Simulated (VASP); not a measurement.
# Ti (P6/mmm) in VASP: single point with LDA

Aim: the single point of Ti with LDA.

Everything below comes from runs of VASP 6.6.1. Logs are shortened: lines on timing, memory, paths and dates and some standing lists are left out, and cuts for length are marked.

### Step 1. The cell of the first run

It takes space group P6/mmm (No. 191, hexagonal). The conventional cell has a = 4.451 Å, b = 4.451 Å, c = 2.770 Å, α = 90.00°, β = 90.00°, γ = 120.00°. Within 3.7 Å of Ti (site symmetry 6/mmm) lie 14 Ti at 2.77 to 2.92 Å. Ti (site symmetry -6m2) has 11 Ti at 2.57 to 2.92 Å within 3.4 Å.

### Step 2. Single point, LDA

Input file INCAR:

```
SYSTEM = Ti
  PREC = Accurate
  ENCUT = 520
  EDIFF = 1E-6
  ISMEAR = 0
  SIGMA = 0.1
  LREAL = .False.
  LASPH = .True.
  NELM = 80
  ALGO = Fast
  ISIF = 2
  LWAVE = .False.
  LCHARG = .False.
  NBANDS = 25
```

Input file KPOINTS:

```
regular mesh
0
Gamma
  12 12 14
  0 0 0
```

Input file POSCAR:

```
Ti
1.0
    4.4509686773      0.0000000000      0.0000000000
   -2.2254843386      3.8546519460      0.0000000000
    0.0000000000      0.0000000000      2.7704590384
Ti
3
Direct
    0.0000000000      0.0000000000      0.0000000000
    0.3333333333      0.6666666667      0.5000000000
    0.6666666667      0.3333333333      0.5000000000
```

Potentials or basis: VASP PAW LDA potentials, release 64 (Ti_sv).

Command:

```sh
cat potpaw_LDA.64/Ti_sv/POTCAR > POTCAR
mpirun -np 1 vasp_std > vasp.out
```

OUTCAR:

```text
SYSTEM = Ti
   PREC = Accurate
   ENCUT = 520
   EDIFF = 1E-6
   ISMEAR = 0
   LREAL = .False.
   LASPH = .True.
   NELM = 80
   ISIF = 2

 ion  position               nearest neighbor table
   1  0.000  0.000  0.000-   2 2.92   3 2.92   2 2.92   3 2.92   2 2.92   2 2.92   3 2.92   3 2.92
                             3 2.92   3 2.92   2 2.92   2 2.92
   2  0.333  0.667  0.500-   3 2.57   3 2.57   3 2.57   1 2.92   1 2.92   1 2.92   1 2.92   1 2.92
                             1 2.92
   3  0.667  0.333  0.500-   2 2.57   2 2.57   2 2.57   1 2.92   1 2.92   1 2.92   1 2.92   1 2.92
                             1 2.92

  LATTYP: Found a hexagonal cell.
 ALAT       =     4.4509686773
 C/A-ratio  =     0.6224395720

  Lattice vectors:

 A1 = (   4.4509686773,   0.0000000000,   0.0000000000)
 A2 = (  -2.2254843386,   3.8546519460,   0.0000000000)
 A3 = (   0.0000000000,   0.0000000000,   2.7704590384)

Analysis of symmetry for initial positions (statically):
=====================================================================
 Subroutine PRICEL returns:
 Original cell was already a primitive cell.

 Routine SETGRP: Setting up the symmetry group for a
 hexagonal supercell.

 Subroutine GETGRP returns: Found 24 space group operations
 (whereof 24 operations were pure point group operations)
 out of a pool of 24 trial point group operations.

The static configuration has the point symmetry D_6h.

Analysis of symmetry for dynamics (positions and initial velocities):
=====================================================================
 Subroutine PRICEL returns:
 Original cell was already a primitive cell.

 Routine SETGRP: Setting up the symmetry group for a
 hexagonal supercell.

 Subroutine GETGRP returns: Found 24 space group operations
 (whereof 24 operations were pure point group operations)
 out of a pool of 24 trial point group operations.

The dynamic configuration has the point symmetry D_6h.

 Subroutine INISYM returns: Found 24 space group operations
 (whereof 24 operations are pure point group operations),
 and found     1 'primitive' translations

----------------------------------------------------------------------------------------

                                     Primitive cell

  volume of cell :      47.5326

  direct lattice vectors                    reciprocal lattice vectors
     4.450968677  0.000000000  0.000000000     0.224670195  0.129713397  0.000000000
    -2.225484339  3.854651946  0.000000000     0.000000000  0.259426795  0.000000000
     0.000000000  0.000000000  2.770459038     0.000000000  0.000000000  0.360951014

  length of vectors
     4.450968677  4.450968677  2.770459038     0.259426795  0.259426795  0.360951014

  position of ions in fractional coordinates (direct lattice)
     0.000000000  0.000000000  0.000000000
     0.333333333  0.666666667  0.500000000
     0.666666667  0.333333333  0.500000000

  ion indices of the primitive-cell ions
   primitive index   ion index
                 1           1
                 2           2
                 3           3

----------------------------------------------------------------------------------------

 KPOINTS: regular mesh

Automatic generation of k-mesh.
 Grid dimensions read from file:
 generate k-points for:   12   12   14

 Generating k-lattice:

  Cartesian coordinates                     Fractional coordinates (reciprocal lattice)
     0.018722516  0.010809450  0.000000000     0.083333333  0.000000000  0.000000000
     0.000000000  0.021618900  0.000000000     0.000000000  0.083333333  0.000000000
     0.000000000  0.000000000  0.025782215     0.000000000  0.000000000  0.071428571

  Length of vectors
     0.021618900  0.021618900  0.025782215

  Shift w.r.t. Gamma in fractional coordinates (k-lattice)
     0.000000000  0.000000000  0.000000000

 Subroutine IBZKPT returns following result:
 ===========================================

 Found    152 irreducible k-points:

 Following reciprocal coordinates:
            Coordinates               Weight
  0.000000  0.000000  0.000000      1.000000
  0.083333 -0.000000  0.000000      6.000000
  0.166667 -0.000000  0.000000      6.000000
  0.250000 -0.000000  0.000000      6.000000
  0.333333 -0.000000  0.000000      6.000000
  0.416667  0.000000  0.000000      6.000000
[... 16 lines left out ...]
  0.250000 -0.000000  0.071429     12.000000
  0.333333 -0.000000  0.071429     12.000000
 [... further k-points ...]
   k-points           NKPTS =    152   k-points in BZ     NKDIM =    152   number of bands    NBANDS=     25
   number of dos      NEDOS =    301   number of ions     NIONS =      3
   total plane-waves  NPLWV =  31104
   dimension x,y,z NGX =    36 NGY =   36 NGZ =   24
   dimension x,y,z NGXF=    72 NGYF=   72 NGZF=   48
   ions per type =               3
   NGX,Y,Z   is equivalent  to a cutoff of  13.45, 13.45, 14.40 a.u.
   NGXF,Y,Z  is equivalent  to a cutoff of  26.89, 26.89, 28.80 a.u.
 SYSTEM =  Ti
   PREC   = accura    normal or accurate (medium, high low for compatibility)
   ISTART =      0    job   : 0-new  1-cont  2-samecut
   ICHARG =      2    charge: 1-file 2-atom 10-const
   ISPIN  =      1    spin polarized calculation?
   LNONCOLLINEAR =      F non collinear calculations
   LSORBIT =      F    spin-orbit coupling
   LASPH  =      T    aspherical Exc in radial PAW
   ENCUT  =  520.0 eV  38.22 Ry    6.18 a.u.   8.28  8.28  5.15*2*pi/ulx,y,z
   NELM   =     80;   NELMIN=  2; NELMDL= -5     # of ELM steps
   EDIFF  = 0.1E-05   stopping-criterion for ELM
   LREAL  =      F    real-space projection
   EDIFFG = 0.1E-04   stopping-criterion for IOM
   NSW    =      0    number of steps for IOM
   IBRION =     -1    ionic relax: 0-MD 1-quasi-New 2-CG
   NFREE  =      0    steps in history (QN), initial steepest desc. (CG)
   ISIF   =      2    stress and relaxation
   ISYM   =      2    0-nonsym 1-usesym 2-fastsym
   POTIM  = 0.5000    time-step for ionic-motion
   TEBEG  =    0.0;   TEEND  =   0.0 temperature during run
   PSTRESS=    0.0 pullay stress
   NELECT =      36.0000    total number of electrons
   NUPDOWN=      -1.0000    fix difference up-down
   EMIN   =  10.00;   EMAX   =-10.00  energy-range for DOS
   EFERMI =   0.00;   METHOD = LEGACY
   ISMEAR =     0;   SIGMA  =   0.10  broadening in eV -4-tet -1-fermi 0-gaus
   EFERMI_NEDOS =   21; number of points for ismear=-14 and -15
   IALGO  =     68    algorithm
   IMIX   =      4    mixing-type and parameters
     AMIX     =   0.40;   BMIX     =  1.00
     AMIX_MAG =   1.60;   BMIX_MAG =  1.00
  volume/ion in A,a.u.               =      15.84       106.92
  Fermi-wavevector in a.u.,A,eV,Ry     =   1.492262  2.819967 30.298092  2.226847
  Thomas-Fermi vector in A             =   2.604813
   LORBIT       =      0    0 simple, 1 ext, 2 COOP (PROOUT), +10 PAW based schemes
   GGA     = CA    functional components
   LHFCALC =     F    Hartree Fock is set to
   AEXX    =    0.0000 exact exchange contribution
   IVDW    =     0    specifies the selected vdW correction
   LEPSILON=     F    determine dielectric tensor
   LRPA    =     F    only Hartree local field effects (RPA)
 non-spin polarized calculation
 RMM-DIIS sequential band-by-band and
 Gauss-broadening in eV      SIGMA  =   0.10
  energy-cutoff  :      520.00
  volume of cell :       47.53
 maximum number of plane-waves:      1313
 NGX is ok and might be reduce to    36
   NGX = 17   NGY = 17   NGZ = 11

 number of electron      36.0000005 magnetization

 Free energy of the ion-electron system (eV)
  ---------------------------------------------------
  ext. energy  EPLUGINS =         0.00000000
  ---------------------------------------------------
  free energy    TOTEN  =       -25.72570026 eV

  energy without entropy =      -25.71109691  energy(sigma->0) =      -25.71839859

 E-fermi :   8.9826     XC(G=0): -12.2310

 val. band max:        8.9768347127   @ k =   0.2500   0.2500   0.3571
 cond. band min:       8.9831919082   @ k =   0.0000   0.0000   0.0000
 fundamental gap:      0.0063571955
 Fermi energy:         8.9825864186

 k-point     1 :       0.0000    0.0000    0.0000
  band No.  band energies     occupation
      1     -47.0740      2.00000
      2     -46.8074      2.00000
      3     -46.5869      2.00000
      4     -23.8042      2.00000
      5     -23.8042      2.00000
      6     -23.7475      2.00000
[... 17 lines left out ...]
     24      10.9641      0.00000
     25      10.9659      0.00000

 k-point     2 :       0.0833   -0.0000    0.0000
  band No.  band energies     occupation
      1     -47.0718      2.00000
      2     -46.8058      2.00000
      3     -46.5908      2.00000
      4     -23.8558      2.00000
      5     -23.8474      2.00000
      6     -23.6947      2.00000
[... 17 lines left out ...]
     24      10.6835      0.00000
     25      11.2183      0.00000

 k-point     3 :       0.1667   -0.0000    0.0000
  band No.  band energies     occupation
      1     -47.0661      2.00000
      2     -46.8008      2.00000
      3     -46.6021      2.00000
      4     -23.9222      2.00000
      5     -23.8828      2.00000
      6     -23.6252      2.00000
[... 17 lines left out ...]
     24      10.6051      0.00000
     25      11.4913      0.00000

 k-point     4 :       0.2500   -0.0000    0.0000
  band No.  band energies     occupation
      1     -47.0584      2.00000
      2     -46.7917      2.00000
      3     -46.6197      2.00000
      4     -23.9800      2.00000
      5     -23.8854      2.00000
      6     -23.5630      2.00000
[... 17 lines left out ...]
     24      10.8904      0.00000
     25      11.7759      0.00000
[... 477 lines left out ...]
 k-point    22 :       0.1667   -0.0000    0.0714
  band No.  band energies     occupation
      1     -47.0614      2.00000
      2     -46.7981      2.00000
      3     -46.5986      2.00000
      4     -23.9138      2.00000
      5     -23.8758      2.00000
      6     -23.6237      2.00000
[... 17 lines left out ...]
     24      10.6336      0.00000
     25      11.5787      0.00000

 k-point    23 :       0.2500   -0.0000    0.0714
  band No.  band energies     occupation
      1     -47.0540      2.00000
      2     -46.7887      2.00000
      3     -46.6161      2.00000
      4     -23.9707      2.00000
      5     -23.8792      2.00000
      6     -23.5634      2.00000
[... 17 lines left out ...]
     24      10.8699      0.00000
     25      11.9085      0.00000

 k-point    24 :       0.3333   -0.0000    0.0714
  band No.  band energies     occupation
      1     -47.0469      2.00000
      2     -46.7754      2.00000
      3     -46.6373      2.00000
      4     -24.0142      2.00000
      5     -23.8501      2.00000
      6     -23.5162      2.00000
[... 17 lines left out ...]
     24      11.2146      0.00000
     25      11.8763      0.00000

 [... further k-points ...]
[... 5 lines left out ...]
  --------------------------------------------------------------------------------------
  -------------------------------------------------------------------------------------
  Total       -0.1077398     -0.1077398     -0.1008717     -0.0000000      0.0000000      0.0000000
  in kB       -3.6315783     -3.6315783     -3.4000763     -0.0000000      0.0000000      0.0000000
  external PRESSURE =      -3.5544109 kB  Pullay stress =       0.0000000 kB

 VOLUME and BASIS-vectors are now :
 -----------------------------------------------------------------------------
  energy-cutoff  :      520.00
  volume of cell :       47.53
      direct lattice vectors                 reciprocal lattice vectors
     4.450968677  0.000000000  0.000000000     0.224670195  0.129713397  0.000000000
    -2.225484339  3.854651946  0.000000000     0.000000000  0.259426795  0.000000000
     0.000000000  0.000000000  2.770459038     0.000000000  0.000000000  0.360951014

 POSITION                                       TOTAL-FORCE (eV/Angst)
 -----------------------------------------------------------------------------------
      0.00000      0.00000      0.00000         0.000000      0.000000     -0.000000
     -0.00000      2.56977      1.38523         0.000000      0.000000      0.000000
      2.22548      1.28488      1.38523        -0.000000      0.000000     -0.000000
 -----------------------------------------------------------------------------------
    total drift:                                0.000000      0.000000     -0.000000

  FREE ENERGIE OF THE ION-ELECTRON SYSTEM (eV)
  ---------------------------------------------------
  free  energy   TOTEN  =       -25.7257002575 eV

  energy  without entropy=      -25.7110969147  energy(sigma->0) =      -25.71839859
```

Wall time 6.1 min (1 thread of Intel Xeon Platinum 8488C (Sapphire Rapids), shared host); peak memory 0.26 GiB.

Results:

```
Free energy            : -25.7257 eV
Pressure               : -0.4 GPa
Band gap on the k mesh : zero (band 18 reaches 9.24 eV, above the bottom of band 19 at 8.85 eV)
```
